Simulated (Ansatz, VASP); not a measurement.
# Two plane-wave programs on MgS

```
Mg S
1.0
     4.40366    0.00000    0.00000
    -2.20183    3.81368    0.00000
     0.00000    0.00000    5.42464
Mg S
2 2
Direct
  0.33333 0.66667 0.25000
  0.66667 0.33333 0.75000
  0.66667 0.33333 0.25000
  0.33333 0.66667 0.75000
```

Alike in both runs: task single point; functional PBE; k mesh 6 × 6 × 4; no spin polarisation.

|  | VASP | Ansatz |
| --- | --- | --- |
| version | VASP 6.6.1 | Ansatz 0.2.0 |
| potentials or method | VASP PAW PBE potentials, release 64 (Mg, S) | plane waves, PAW |
| plane-wave cutoff (eV) | 520 | 420 |
| occupations | gaussian, width 0.01 eV | fixed |
| valence electrons in the cell | 16 | 32 |

Ansatz gave:

| Property | Result |
| --- | --- |
| gap on the k mesh at the Fermi level (eV) | 2.65 |
| pressure (GPa) | -3.1 |
| traceless stress, the component that is largest in VASP (GPa) | 0.15 |

Problem. Estimate VASP's values.

Solution. gap on the k mesh at the Fermi level (eV): 2.65; pressure (GPa): -3.3; traceless stress, the component that is largest in VASP (GPa): 0.15.

VASP's potentials hold 16 valence electrons a cell and Ansatz's 32, so a difference there can come from the potentials and not from the codes.
